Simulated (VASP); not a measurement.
Crystal: SiNi.

```xyz
8
Lattice="4.5037 0.0000 0.0000 0.0000 4.5037 0.0000 0.0000 0.0000 4.5037" Properties=species:S:1:pos:R:3 pbc="T T T"
Ni    0.6733    0.6733    0.6733
Ni    2.9252    1.5785    3.8304
Ni    3.8304    2.9252    1.5785
Ni    1.5785    3.8304    2.9252
Si    3.8139    3.8139    3.8139
Si    1.5620    2.9417    0.6898
Si    0.6898    1.5620    2.9417
Si    2.9417    0.6898    1.5620
```

| Property | Result |
| --- | --- |
| Program | VASP 6.6.1 |
| Task | relaxation of cell and atoms |
| Functional | PBEsol |
| Potentials or basis | VASP PAW PBE potentials, release 64 (Ni, Si) |
| Cutoff | 600 eV |
| k mesh | 5 × 5 × 5 |
| Occupations | fermi-dirac, width 0.05 eV |
| Spin | collinear spin, ferromagnetic start |
| Starting moments | [1.0, 1.0, 1.0, 1.0, 0.0, 0.0, 0.0, 0.0] μB |

At the start: pressure -4.4 GPa; volume 11.42 Å³/atom.

Problem. How do energy, volume and symmetry change on relaxing?

Solution. Over 9 steps the energy falls by 3.8 meV/atom and the volume is 11.16 Å³/atom (-2.3 %); space group P2_13 (No. 198, to 0.1 Å) before and after; moment 0.00 μB per cell.

Step by step:
| step | energy change (eV) | largest force (eV/Å) | pressure (GPa) | volume (Å³) |
| --- | --- | --- | --- | --- |
| 1 | 0.0000 | 0.0335 | -4.44 | 91.35 |
| 2 | -0.0005 | 0.0093 | 4.82 | 87.23 |
| 3 | -0.0300 | 0.0146 | -0.01 | 89.24 |
| 4 | -0.0300 | 0.0142 | 0.10 | 89.20 |
| 5 | -0.0301 | 0.0096 | -0.09 | 89.29 |
| 6 | -0.0301 | 0.0097 | -0.10 | 89.28 |
| 7 | -0.0301 | 0.0065 | -0.04 | 89.27 |
| 8 | -0.0301 | 0.0050 | -0.02 | 89.26 |
| 9 | -0.0301 | 0.0042 | -0.03 | 89.26 |

Final structure:
```
CELL_PARAMETERS angstrom
4.46907 0.00000 0.00000
0.00000 4.46907 0.00000
0.00000 0.00000 4.46907
ATOMIC_POSITIONS crystal
Ni 0.14920 0.14920 0.14920
Ni 0.64920 0.35080 0.85080
Ni 0.85080 0.64920 0.35080
Ni 0.35080 0.85080 0.64920
Si 0.84649 0.84649 0.84649
Si 0.34649 0.65351 0.15351
Si 0.15351 0.34649 0.65351
Si 0.65351 0.15351 0.34649
```

Caveat: the moments typed at the start vanished in this run; the PAW data sets were made with another functional, which shifts forces and pressure a little.
